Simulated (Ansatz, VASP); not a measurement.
Two plane-wave programs on Sn

```
Sn
1.0
     0.00000    3.16734    3.16734
     3.16734    0.00000    3.16734
     3.16734    3.16734    0.00000
Sn
2
Direct
  0.75000 0.75000 0.75000
  0.50000 0.50000 0.50000
```

Alike in both runs: task single point; functional r2SCAN; dispersion D3(BJ); k mesh 7 × 7 × 7; occupations fermi-dirac, width 0.05 eV; no spin polarisation.

```csv
,VASP,Ansatz
version,VASP 6.6.1,Ansatz 0.2.0
potentials or method,"VASP PAW PBE potentials, release 64 (Sn_d)",Ansatz PAW
plane-wave cutoff (eV),520,500
valence electrons in the cell,28,28
```

|  | VASP | Ansatz | Ansatz less VASP |
| --- | --- | --- | --- |
| gap on the k mesh at the Fermi level (eV) | 0.18 | 0.18 | -0.001 |
| least direct gap on the mesh (eV) | 0.18 | 0.18 | -0.001 |
| pressure (GPa) | 5.2 | 5.2 | +0.02 |

VASP's potentials were made for PBE, not for r2SCAN.

Noted on Ansatz's run: odd divisions of the mesh miss points on the zone boundary, where band edges often lie, so the gap on the mesh can be too wide.
